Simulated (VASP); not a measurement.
A run of VASP 6.6.1 is set up as follows.

INCAR

```
SYSTEM = SiC
PREC = Accurate ; ENCUT = 520
EDIFF = 1E-6 ; ISMEAR = 0
SIGMA = 0.02 ; LREAL = .FALSE.
LASPH = .TRUE. ; NELM = 100
ALGO = Normal ; ISIF = 2
LWAVE = .FALSE. ; LCHARG = .FALSE.
GGA = PE ; NBANDS = 36
```

KPOINTS

```
Automatic mesh
0
G
  12 12 2
  0 0 0
```

Contents of POSCAR:

```
SiC
1.0
    3.0950015819      0.0000000029      0.0000000000
   -1.5475007935      2.6803499933      0.0000000000
    0.0000000000      0.0000000000     15.1865709587
Si C
6 6
Direct
    0.3333333333      0.6666666667      0.8329927008
    0.6666666667      0.3333333333      0.3329927008
    0.6666666667      0.3333333333      0.6665012400
    0.3333333333      0.6666666667      0.1665012400
    0.0000000000      0.0000000000      0.4997230252
    0.0000000000      0.0000000000      0.9997230252
    0.0000000000      0.0000000000      0.8743713553
    0.0000000000      0.0000000000      0.3743713553
    0.3333333333      0.6666666667      0.7079991940
    0.6666666667      0.3333333333      0.2079991940
    0.6666666667      0.3333333333      0.5415134847
    0.3333333333      0.6666666667      0.0415134847
```

Potentials or basis: VASP PAW PBE potentials, release 64 (Si, C).

Run with:

```bash
$ cat potpaw_PBE.64/Si/POTCAR potpaw_PBE.64/C/POTCAR > POTCAR
$ mpirun -np 1 vasp_std > vasp.out
```

Q: What does it give for the band gap on the k mesh?

A: 2.03 eV, indirect (least direct gap 3.12 eV).

Q: Estimate the pressure.

A: 0.0 GPa.

A k mesh can miss the band edges.
